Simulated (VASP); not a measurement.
Ti: elastic constants with LDA

The system is Ti.

```
Ti
1.0
     0.00000    2.03000    2.03000
     2.03000    0.00000    2.03000
     2.03000    2.03000    0.00000
Ti
1
Direct
  0.00000 0.00000 0.00000
```

This isn't the form of Ti at room conditions, which is hcp.

```json
{"Program": "VASP 6.6.1", "Task": "elastic constants", "Functional": "LDA", "Potentials or basis": "VASP PAW LDA potentials, release 64 (Ti_sv)", "Cutoff": "600 eV", "k mesh": "8 × 8 × 8", "Occupations": "fermi-dirac, width 0.05 eV", "Spin": "no spin polarisation", "Dipole correction": "no", "Ions in elastic constants": "relaxed", "Further INCAR settings": "ALGO = Normal; EDIFF = 1e-08; IBRION = 6; POTIM = 0.015; NSW = 1; ISIF = 3"}
```

```
Elastic constants C11, C12, C44 : 138, 89, 30 GPa
Voigt bulk modulus              : 106 GPa
```

Elastic tensor in Voigt notation (GPa, in the Cartesian axes of the cell as first typed):
```
138  89  89   0   0   0
 89 138  89   0   0   0
 89  89 138   0   0   0
  0   0   0  30   0   0
  0   0   0   0  30   0
  0   0   0   0   0  30
```

Clamped-ion elastic tensor (GPa):
```
138  89  89   0   0   0
 89 138  89   0   0   0
 89  89 138   0   0   0
  0   0   0  30   0   0
  0   0   0   0  30   0
  0   0   0   0   0  30
```

Run time: 2.8 min on 1 thread of Intel Xeon 8259CL, with other jobs on the host, peak memory 0.19 GiB.

Caveat: the cell is under stress, which shifts elastic constants.
